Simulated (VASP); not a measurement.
# Fe3Co2 (P-6m2) in VASP: notebook

Runs on Fe3Co2. Level: PBE. Tasks: single point.

All numbers are computed with VASP 6.6.1; they aren't measurements. Logs are shortened: lines on timing, memory, paths and dates and some standing lists are left out, and cuts for length are marked.

## (1) The cell of the first run

It takes space group P-6m2 (No. 187, hexagonal). Conventional cell: a = 2.501 Å, b = 2.501 Å, c = 20.268 Å, α = 90.00°, β = 90.00°, γ = 120.00°. Fe (site symmetry -6m2) has 6 Co at 2.49 Å and 6 Fe at 2.50 Å within 3.3 Å. Fe (site symmetry 3m) has 6 Co at 2.49 Å and 6 Fe at 2.50 Å within 3.3 Å. Fe (site symmetry 3m) has 9 Fe at 2.49 to 2.50 Å and 3 Co at 2.49 Å within 3.3 Å. Fe (site symmetry -6m2) has 12 Fe at 2.49 to 2.50 Å within 3.3 Å. Within 3.3 Å of Co (site symmetry 3m) lie 6 Fe at 2.49 Å and 6 Co at 2.50 Å. Co (site symmetry 3m) has 6 Fe at 2.49 Å and 6 Co at 2.50 Å within 3.3 Å.

## (2) Single point, PBE, collinear spin, ferromagnetic start

INCAR

```
SYSTEM = Fe3Co2
ALGO = Normal
EDIFF = 1E-7
ENCUT = 520
GGA = PE
ISIF = 2
ISMEAR = 0
ISPIN = 2
LASPH = .True.
LCHARG = .False.
LMAXMIX = 4
LORBIT = 11
LREAL = .False.
LWAVE = .False.
MAGMOM = 4 4 4 4 4 4 3 3 3 3
NBANDS = 57
NELM = 150
PREC = Accurate
SIGMA = 0.1
```

KPOINTS

```
k-points
0
Gamma
  6 6 1
  0 0 0
```

POSCAR

```
Fe3Co2
1.0
    2.5014578200      0.0000000000      0.0000000000
   -1.2507289100      2.1663260200      0.0000000000
    0.0000000000      0.0000000000     20.2679368200
Fe Co
6 4
Direct
    0.3333333300      0.6666666700      0.0000000000
    0.3333333300      0.6666666700      0.2000000000
    0.3333333300      0.6666666700      0.4000000000
    0.3333333300      0.6666666700      0.6000000000
    0.3333333300      0.6666666700      0.8000000000
    0.6666666700      0.3333333300      0.5000000000
    0.6666666700      0.3333333300      0.1000000000
    0.6666666700      0.3333333300      0.3000000000
    0.6666666700      0.3333333300      0.7000000000
    0.6666666700      0.3333333300      0.9000000000
```

Potentials or basis: VASP PAW PBE potentials, release 64 (Fe, Co).

Run with:

```bash
cat potpaw_PBE.64/Fe/POTCAR potpaw_PBE.64/Co/POTCAR > POTCAR
mpirun -np 1 vasp_std > vasp.out
```

OUTCAR:

```text
SYSTEM = Fe3Co2
   EDIFF = 1E-7
   ENCUT = 520
   GGA = PE
   ISIF = 2
   ISMEAR = 0
   ISPIN = 2
   LASPH = .True.
   LORBIT = 11
   LREAL = .False.
   NELM = 150
   PREC = Accurate

 ion  position               nearest neighbor table
   1  0.333  0.667  0.000-   7 2.49  10 2.49   7 2.49  10 2.49   7 2.49  10 2.49
   2  0.333  0.667  0.200-   8 2.49   7 2.49   8 2.49   7 2.49   8 2.49   7 2.49
   3  0.333  0.667  0.400-   6 2.49   8 2.49   6 2.49   8 2.49   6 2.49   8 2.49
   4  0.333  0.667  0.600-   6 2.49   9 2.49   6 2.49   9 2.49   6 2.49   9 2.49
   5  0.333  0.667  0.800-   9 2.49  10 2.49   9 2.49  10 2.49   9 2.49  10 2.49
   6  0.667  0.333  0.500-   3 2.49   4 2.49   3 2.49   4 2.49   3 2.49   4 2.49
   7  0.667  0.333  0.100-   1 2.49   2 2.49   1 2.49   2 2.49   1 2.49   2 2.49
   8  0.667  0.333  0.300-   2 2.49   3 2.49   2 2.49   3 2.49   2 2.49   3 2.49
   9  0.667  0.333  0.700-   5 2.49   4 2.49   5 2.49   4 2.49   5 2.49   4 2.49
  10  0.667  0.333  0.900-   1 2.49   5 2.49   1 2.49   5 2.49   1 2.49   5 2.49

  LATTYP: Found a hexagonal cell.
 ALAT       =     2.5014578200
 C/A-ratio  =     8.1024499626

  Lattice vectors:

 A1 = (   2.5014578200,   0.0000000000,   0.0000000000)
 A2 = (  -1.2507289100,   2.1663260200,   0.0000000000)
 A3 = (   0.0000000000,   0.0000000000,  20.2679368200)

Analysis of symmetry for initial positions (statically):
=====================================================================
 Subroutine PRICEL returns:
 Original cell was already a primitive cell.

 Routine SETGRP: Setting up the symmetry group for a
 hexagonal supercell.

 Subroutine GETGRP returns: Found 12 space group operations
 (whereof 12 operations were pure point group operations)
 out of a pool of 24 trial point group operations.

The static configuration has the point symmetry D_3h.

Analysis of symmetry for dynamics (positions and initial velocities):
=====================================================================
 Subroutine PRICEL returns:
 Original cell was already a primitive cell.

 Routine SETGRP: Setting up the symmetry group for a
 hexagonal supercell.

 Subroutine GETGRP returns: Found 12 space group operations
 (whereof 12 operations were pure point group operations)
 out of a pool of 24 trial point group operations.

The dynamic configuration has the point symmetry D_3h.

Analysis of structural, dynamic, and magnetic symmetry:
=====================================================================
 Subroutine PRICEL returns:
 Original cell was already a primitive cell.

 Routine SETGRP: Setting up the symmetry group for a
 hexagonal supercell.

 Subroutine GETGRP returns: Found 12 space group operations
 (whereof 12 operations were pure point group operations)
 out of a pool of 24 trial point group operations.

The overall configuration has the point symmetry D_3h.

 Subroutine INISYM returns: Found 12 space group operations
 (whereof 12 operations are pure point group operations),
 and found     1 'primitive' translations

----------------------------------------------------------------------------------------

                                     Primitive cell

  volume of cell :     109.8314

  direct lattice vectors                    reciprocal lattice vectors
     2.501457820  0.000000000  0.000000000     0.399766885  0.230805518  0.000000000
    -1.250728910  2.166326020  0.000000000     0.000000000  0.461611037  0.000000000
     0.000000000  0.000000000 20.267936820     0.000000000  0.000000000  0.049339013

  length of vectors
     2.501457820  2.501457821 20.267936820     0.461611037  0.461611037  0.049339013

  position of ions in fractional coordinates (direct lattice)
     0.333333330  0.666666670  0.000000000
     0.333333330  0.666666670  0.200000000
     0.333333330  0.666666670  0.400000000
     0.333333330  0.666666670  0.600000000
     0.333333330  0.666666670  0.800000000
     0.666666670  0.333333330  0.500000000
     0.666666670  0.333333330  0.100000000
     0.666666670  0.333333330  0.300000000
     0.666666670  0.333333330  0.700000000
     0.666666670  0.333333330  0.900000000

  ion indices of the primitive-cell ions
[... 57 lines left out ...]
   ISTART =      0    job   : 0-new  1-cont  2-samecut
   ICHARG =      2    charge: 1-file 2-atom 10-const
   ISPIN  =      2    spin polarized calculation?
   LNONCOLLINEAR =      F non collinear calculations
   LSORBIT =      F    spin-orbit coupling
   LASPH  =      T    aspherical Exc in radial PAW
   ENCUT  =  520.0 eV  38.22 Ry    6.18 a.u.   4.65  4.65 37.68*2*pi/ulx,y,z
   NELM   =    150;   NELMIN=  2; NELMDL= -5     # of ELM steps
   EDIFF  = 0.1E-06   stopping-criterion for ELM
   LREAL  =      F    real-space projection
   EDIFFG = 0.1E-05   stopping-criterion for IOM
   NSW    =      0    number of steps for IOM
   IBRION =     -1    ionic relax: 0-MD 1-quasi-New 2-CG
   NFREE  =      0    steps in history (QN), initial steepest desc. (CG)
   ISIF   =      2    stress and relaxation
   ISYM   =      2    0-nonsym 1-usesym 2-fastsym
   POTIM  = 0.5000    time-step for ionic-motion
   TEBEG  =    0.0;   TEEND  =   0.0 temperature during run
   PSTRESS=    0.0 pullay stress
   NELECT =      84.0000    total number of electrons
   NUPDOWN=      -1.0000    fix difference up-down
   EMIN   =  10.00;   EMAX   =-10.00  energy-range for DOS
   EFERMI =   0.00;   METHOD = LEGACY
   ISMEAR =     0;   SIGMA  =   0.10  broadening in eV -4-tet -1-fermi 0-gaus
   EFERMI_NEDOS =   21; number of points for ismear=-14 and -15
   IALGO  =     38    algorithm
   IMIX   =      4    mixing-type and parameters
     AMIX     =   0.40;   BMIX     =  1.00
     AMIX_MAG =   1.60;   BMIX_MAG =  1.00
  volume/ion in A,a.u.               =      10.98        74.12
  Fermi-wavevector in a.u.,A,eV,Ry     =   1.497129  2.829163 30.496013  2.241394
  Thomas-Fermi vector in A             =   2.609056
   LORBIT       =     11    0 simple, 1 ext, 2 COOP (PROOUT), +10 PAW based schemes
   GGA     = PE    functional components
   LHFCALC =     F    Hartree Fock is set to
   AEXX    =    0.0000 exact exchange contribution
   IVDW    =     0    specifies the selected vdW correction
   LEPSILON=     F    determine dielectric tensor
   LRPA    =     F    only Hartree local field effects (RPA)
 spin polarized calculation
 Gauss-broadening in eV      SIGMA  =   0.10
  energy-cutoff  :      520.00
  volume of cell :      109.83
 maximum number of plane-waves:      2991
 NGX is ok and might be reduce to    20
   NGX =  9   NGY =  9   NGZ = 75

 number of electron      84.0000001 magnetization      21.7695257

 Free energy of the ion-electron system (eV)
  ---------------------------------------------------
  ext. energy  EPLUGINS =         0.00000000
  ---------------------------------------------------
  free energy    TOTEN  =       -76.22113828 eV

  energy without entropy =      -76.13602220  energy(sigma->0) =      -76.17858024

 E-fermi :   7.7691     XC(G=0): -13.3015

 val. band max:        7.7542802756   @ k =   0.3333   0.1667   0.0000
 cond. band min:       7.7815721246   @ k =   0.1667  -0.0000   0.0000
 fundamental gap:      0.0272918490
 Fermi energy:         7.7691177833

 spin component 1

 k-point     1 :       0.0000    0.0000    0.0000
  band No.  band energies     occupation
      1      -1.0243      1.00000
      2      -0.6259      1.00000
      3      -0.6224      1.00000
      4       0.4802      1.00000
      5       0.4919      1.00000
      6       1.8769      1.00000
[... 388 lines left out ...]
     53      13.0746      0.00000
     54      13.3446      0.00000
 Fermi energy:         7.7691177833

 spin component 2

 k-point     1 :       0.0000    0.0000    0.0000
  band No.  band energies     occupation
      1      -0.8206      1.00000
      2      -0.4398      1.00000
      3      -0.3915      1.00000
      4       0.6822      1.00000
      5       0.7536      1.00000
      6       2.2937      1.00000
[... 388 lines left out ...]
     53      14.2742      0.00000
     54      14.3195      0.00000
 [bands above 54 left out]

------------------------ aborting loop because EDIFF is reached ----------------------------------------

  FORCE on cell =-STRESS in cart. coord.  units (eV):
  Direction    XX          YY          ZZ          XY          YZ          ZX
  --------------------------------------------------------------------------------------
  -------------------------------------------------------------------------------------
  Total        5.8509831      5.8509831     10.4110602      0.0000000      0.0000000      0.0000000
  in kB       85.3518390     85.3518391    151.8724493      0.0000000      0.0000000      0.0000000
  external PRESSURE =     107.5253758 kB  Pullay stress =       0.0000000 kB

 VOLUME and BASIS-vectors are now :
 -----------------------------------------------------------------------------
  energy-cutoff  :      520.00
  volume of cell :      109.83
      direct lattice vectors                 reciprocal lattice vectors
     2.501457820  0.000000000  0.000000000     0.399766885  0.230805518  0.000000000
    -1.250728910  2.166326020  0.000000000     0.000000000  0.461611037  0.000000000
     0.000000000  0.000000000 20.267936820     0.000000000  0.000000000  0.049339013

 POSITION                                       TOTAL-FORCE (eV/Angst)
 -----------------------------------------------------------------------------------
     -0.00000      1.44422      0.00000         0.000000      0.000000     -0.000000
     -0.00000      1.44422      4.05359        -0.000000      0.000000      0.063397
     -0.00000      1.44422      8.10717         0.000000     -0.000000     -0.596281
     -0.00000      1.44422     12.16076         0.000000     -0.000000      0.596281
     -0.00000      1.44422     16.21435        -0.000000      0.000000     -0.063397
      1.25073      0.72211     10.13397         0.000000      0.000000     -0.000000
      1.25073      0.72211      2.02679        -0.000000     -0.000000     -0.021861
      1.25073      0.72211      6.08038         0.000000      0.000000      0.042186
      1.25073      0.72211     14.18756         0.000000     -0.000000     -0.042186
      1.25073      0.72211     18.24114        -0.000000      0.000000      0.021861
 -----------------------------------------------------------------------------------
    total drift:                                0.000001     -0.000001      0.000000

  FREE ENERGIE OF THE ION-ELECTRON SYSTEM (eV)
  ---------------------------------------------------
  free  energy   TOTEN  =       -76.2211382850 eV

  energy  without entropy=      -76.1360221990  energy(sigma->0) =      -76.17858024

 total charge

# of ion       s       p       d       tot
------------------------------------------
    1        0.502   0.537   6.263   7.302
    2        0.502   0.536   6.262   7.300
    3        0.508   0.550   6.266   7.324
    4        0.508   0.550   6.266   7.324
    5        0.502   0.536   6.262   7.300
    6        0.514   0.564   6.270   7.347
    7        0.497   0.525   7.276   8.298
    8        0.497   0.523   7.281   8.301
    9        0.497   0.523   7.281   8.301
   10        0.497   0.525   7.276   8.298
--------------------------------------------------
tot          5.023   5.370  66.703  77.096

 magnetization (x)

# of ion       s       p       d       tot
------------------------------------------
    1       -0.010  -0.025   2.534   2.499
    2       -0.009  -0.023   2.549   2.517
    3       -0.013  -0.027   2.544   2.504
    4       -0.013  -0.027   2.544   2.504
    5       -0.009  -0.023   2.549   2.517
    6       -0.016  -0.034   2.535   2.484
    7       -0.020  -0.048   1.738   1.670
    8       -0.020  -0.045   1.717   1.652
    9       -0.020  -0.045   1.717   1.652
   10       -0.020  -0.048   1.738   1.670
--------------------------------------------------
tot         -0.150  -0.347  22.167  21.671
```

Wall time 11 min (1 thread of Oxide Virtual Turin-like, shared host); peak memory 0.29 GiB.

Results:

```yaml
Free_energy: -76.2211 eV
Pressure: 10.8 GPa
Largest_force: 0.596 eV/Å
Net_moment: 21.77 μB per cell
Site_moments: Fe +2.50, +2.52, +2.48 (each value once); Co +1.67, +1.65 (each value once) μB
Valence_electrons_inside_the_program's_atomic_spheres: Fe 7.30, 7.32, 7.35 (each value once); Co 8.30
```

Forces on the atoms (eV/Å):
```
Fe   0.000  0.000  0.000
Fe   0.000  0.000  0.063
Fe   0.000  0.000 -0.596
Fe   0.000  0.000  0.596
Fe   0.000  0.000 -0.063
Fe   0.000  0.000  0.000
Co   0.000  0.000 -0.022
Co   0.000  0.000  0.042
Co   0.000  0.000 -0.042
Co   0.000  0.000  0.022
```

Caveat: the k points lie up to 0.48 Å⁻¹ apart; the highest band is partly filled, so the run has too few bands.

(Continued in part 2 of 2.)
